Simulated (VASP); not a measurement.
Wanted: the native input for a VASP 6.6.1 run.

```yaml
Task: relaxation of volume and atoms at fixed shape
Functional: LDA
Potentials_or_basis: VASP PAW LDA potentials, release 64 (Cd)
Cutoff: 600 eV
k_mesh: 16 × 16 × 7
Occupations: gaussian, width 0.05 eV
Spin: no spin polarisation
Dipole_correction: no
Further_INCAR_settings: ALGO = Normal; EDIFF = 1e-06; IBRION = 2; EDIFFG = -0.02; NSW = 80; ISIF = 8
```

The structure of Cd lies in POSCAR:

```
Cd
1.0
    2.9788700000      0.0000000000      0.0000000000
   -1.4894350000      2.5797770900      0.0000000000
    0.0000000000      0.0000000000      5.6176500000
Cd
2
Direct
    0.3333333346      0.6666666693      0.2500000000
    0.6666666673      0.3333333346      0.7500000000
```

These files were run (other wordings do the same):

INCAR

```
PREC = Accurate ; ENCUT = 600
EDIFF = 1E-6 ; ISMEAR = 0
SIGMA = 0.05 ; LREAL = F
LASPH = T ; NELM = 80
ALGO = Normal ; ISIF = 8
LWAVE = F ; LCHARG = F
IBRION = 2 ; NSW = 80
EDIFFG = -0.02
```

KPOINTS

```
Automatic mesh
0
Gamma
  16 16 7
```

Potentials or basis: VASP PAW LDA potentials, release 64 (Cd).

Run with:

```bash
$ cat potpaw_LDA.64/Cd/POTCAR > POTCAR
$ mpirun -np 1 vasp_std > vasp.out
```

Results of the run:

The relaxed volume is 20.20 Å³/atom, the relaxed cell is a = 2.914 Å, b = 2.914 Å, c = 5.495 Å, α = 90.00°, β = 90.00°, γ = 120.00° and the space group after relaxing (to 0.1 Å) is P6_3/mmc (No. 194). The energy gained by relaxing is 18.8 meV/atom, the ionic steps are 3 and the pressure after relaxing is 0.0 GPa. The band gap on the k mesh is zero (bands 12 and 13 overlap by 4.01 eV).

Wall time 3.9 min on 1 thread of Intel Xeon 8259CL, on a shared host, peak memory 0.22 GiB.
